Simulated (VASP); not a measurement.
MoW14 (a cell with a defect): single point with PBEsol

System: MoW14 (a cell with a defect).

```
Mo W
1.0
     6.32000    0.00000    0.00000
     0.00000    6.32000    0.00000
     0.00000    0.00000    6.32000
Mo W
1 14
Cartesian
  -0.9774 0.9838 0.9790
  3.1040 -0.0337 -0.0312
  0.0358 3.2180 -0.0306
  0.0344 -0.0321 3.2176
  1.6118 1.5984 1.6047
  3.1733 3.1489 -0.0094
  3.1737 -0.0098 3.1501
  0.0128 3.1489 3.1507
  1.5524 4.7693 1.5705
  1.5496 1.5645 4.7757
  3.1963 3.1278 3.1288
  4.7243 4.7143 1.6014
  4.7206 1.5988 4.7141
  1.5835 4.7362 4.7408
  4.7559 4.7701 4.7738
```

```yaml
Program: VASP 6.6.1
Task: single point
Functional: PBEsol
Potentials_or_basis: VASP PAW PBE potentials, release 64 (Mo_sv, W_sv)
Cutoff: 520 eV
k_mesh: 3 × 3 × 3
Occupations: gaussian, width 0.05 eV
Spin: no spin polarisation
```

The pressure is -7.3 GPa. The largest force is 0.085 eV/Å.

Forces in eV/Å, atoms in the order of the input:
```
Mo   0.039 -0.071 -0.026
W    0.005  0.010  0.020
W   -0.015  0.001  0.014
W   -0.004 -0.002  0.021
W   -0.034  0.012 -0.027
W    0.008 -0.009  0.013
W    0.000 -0.012  0.011
W    0.001 -0.007  0.002
W   -0.011  0.023 -0.019
W   -0.003  0.007 -0.010
W   -0.005 -0.010  0.005
W   -0.015  0.009  0.003
W    0.020  0.008  0.018
W    0.014  0.019 -0.020
W    0.001  0.021 -0.005
```

Stress tensor (GPa, compression positive):
```
-7.32  2.05  2.05
 2.05 -7.30 -2.05
 2.05 -2.05 -7.28
```

Levels at points of the mesh, in eV from the Fermi level:
```csv
k point,band 101,band 102,band 103,band 104,band 105,band 106,band 107,band 108,band 109,band 110
"(0.00, 0.00, 0.00)",-0.27,-0.27,-0.10,-0.01,-0.01,0.76,0.76,0.92,1.02,1.04
```

It took 12 min on 1 thread of Intel(R) Xeon(R) Platinum 8488C (Sapphire Rapids) (shared host), peak memory 0.47 GiB.

Caveat: the PAW data sets were made with another functional, which shifts forces and pressure a little; spin-orbit coupling is left out, which moves the levels of the heavy elements.
